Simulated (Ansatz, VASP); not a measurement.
B in VASP and in Ansatz

```
B
1.0
    -2.23696    2.23696    0.79830
     2.23696   -2.23696    0.79830
     2.23696    2.23696   -0.79830
B
2
Direct
  0.62500 0.87500 0.75000
  0.37500 0.12500 0.25000
```

Alike in both runs: functional PBE; k mesh 21 × 21 × 21; occupations fermi-dirac, width 0.05 eV; no spin polarisation.

Ansatz relaxed the structure, and its values are those at the end. VASP's run is a single point on that final structure, the one shown.

|  | VASP | Ansatz |
| --- | --- | --- |
| version | VASP 6.6.1 | Ansatz 0.2.0 |
| potentials or method | VASP PAW PBE potentials, release 64 (B) | PAW with Ansatz's default frozen-core files, scalar-relativistic |
| plane-wave cutoff (eV) | 520 | 420 |
| valence electrons in the cell | 6 | 6 |

VASP gave:

* pressure (GPa): -0.1

**Question.** Estimate Ansatz's values.

**Answer.** Pressure (GPa): 0.0.

The functional is the same, so the differences come from potentials, cutoffs and numerics.
